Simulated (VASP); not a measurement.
Here is a VASP 6.6.1 calculation.

Contents of POSCAR:

```
LiF
1.0
    0.0000000000      1.9951010522      1.9951010522
    1.9951010522      0.0000000000      1.9951010522
    1.9951010522      1.9951010522      0.0000000000
Li F
1 1
Direct
    0.0000000000      0.0000000000      0.0000000000
    0.5000000000      0.5000000000      0.5000000000
```

The input INCAR.step1:

```
SYSTEM = LiF
PREC = Accurate ; ENCUT = 500
EDIFF = 1E-8 ; ISMEAR = 0
SIGMA = 0.01 ; LREAL = .FALSE.
LASPH = .TRUE. ; NELM = 60
ALGO = Normal ; LWAVE = .TRUE.
LCHARG = .FALSE. ; GGA = PE
```

File INCAR.step2:

```
SYSTEM = LiF
PREC = Accurate ; ENCUT = 500
EDIFF = 1E-8 ; ISMEAR = 0
SIGMA = 0.01 ; LREAL = .FALSE.
LASPH = .TRUE. ; NELM = 1
ALGO = Exact ; LWAVE = .TRUE.
LCHARG = .FALSE. ; GGA = PE
NBANDS = 121 ; LOPTICS = .TRUE.
ISTART = 1
```

The input INCAR.step3:

```
SYSTEM = LiF
PREC = Accurate ; ENCUT = 500
EDIFF = 1E-8 ; ISMEAR = 0
SIGMA = 0.01 ; LREAL = .FALSE.
LASPH = .TRUE. ; ALGO = EVGW0
LWAVE = .FALSE. ; LCHARG = .FALSE.
GGA = PE ; NELMGW = 1
NBANDS = 121 ; ENCUTGW = 200
NOMEGA = 48 ; PRECFOCK = Fast
ISTART = 1 ; NBANDSGW = 12
```

KPOINTS

```
regular mesh
0
G
  8 8 8
  0 0 0
```

Potentials or basis: VASP PAW PBE potentials, release 64 (Li_GW, F_GW).

The run is started by

```bash
$ cat potpaw_PBE.64/Li_GW/POTCAR potpaw_PBE.64/F_GW/POTCAR > POTCAR
$ cp INCAR.step1 INCAR
$ mpirun -np 1 vasp_std > vasp.out
$ cp INCAR.step2 INCAR
$ mpirun -np 1 vasp_std > vasp.out
$ cp INCAR.step3 INCAR
$ mpirun -np 1 vasp_std > vasp.out
```

Question: Predict the quasiparticle gap.

Answer: 13.76 eV.

Question: Estimate the least direct quasiparticle gap.

Answer: 13.76 eV.

Question: Estimate the band gap of the starting levels on the mesh.

Answer: 9.31 eV.

Question: Predict the least direct gap of the starting levels on the mesh.

Answer: 9.31 eV.

Caveat: bands, screening cutoff and mesh are small and nothing is extrapolated, so the quasiparticle values aren't converged.
